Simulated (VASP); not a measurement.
Input of a VASP 6.6.1 run:

Contents of INCAR:

```
SYSTEM = Cu
PREC     = Accurate       ! precision mode
ENCUT    = 520            ! plane-wave cutoff, eV
EDIFF    = 1E-6           ! SCF threshold, eV
ISMEAR   = 0              ! smearing method
SIGMA    = 0.15           ! smearing width, eV
LREAL    = .False.        ! projectors in reciprocal space
LASPH    = .True.         ! aspherical terms in the spheres
NELM     = 80             ! most SCF steps
ALGO     = Normal         ! electronic algorithm
ISIF     = 2              ! what is computed and relaxed
LWAVE    = .False.        ! write WAVECAR
LCHARG   = .False.        ! write CHGCAR
GGA      = PE             ! functional
NBANDS   = 12             ! bands
```

The input KPOINTS:

```
Automatic mesh
0
Gamma
  22 22 22
  0 0 0
```

POSCAR

```
Cu
1.0
    0.0000000000      1.7171250000      1.7623125000
    1.7171250000      0.0000000000      1.7623125000
    1.7171250000      1.7171250000      0.0000000000
Cu
1
Direct
    0.0000000000      0.0000000000      0.0000000000
```

Potentials or basis: VASP PAW PBE potentials, release 64 (Cu).

Launch:

```sh
$ cat potpaw_PBE.64/Cu/POTCAR > POTCAR
$ mpirun -np 1 vasp_std > vasp.out
```

(1) What does it give for the pressure?

(2) What does it give for the band gap on the k mesh?

## Answers

(1) 28.7 GPa.

(2) zero (an odd number of electrons rules out a gap without spin polarisation).

Caveat: the cell differs from its parent crystal (strain -0.050 along x and y, -0.025 along z); the cell stands under pressure.
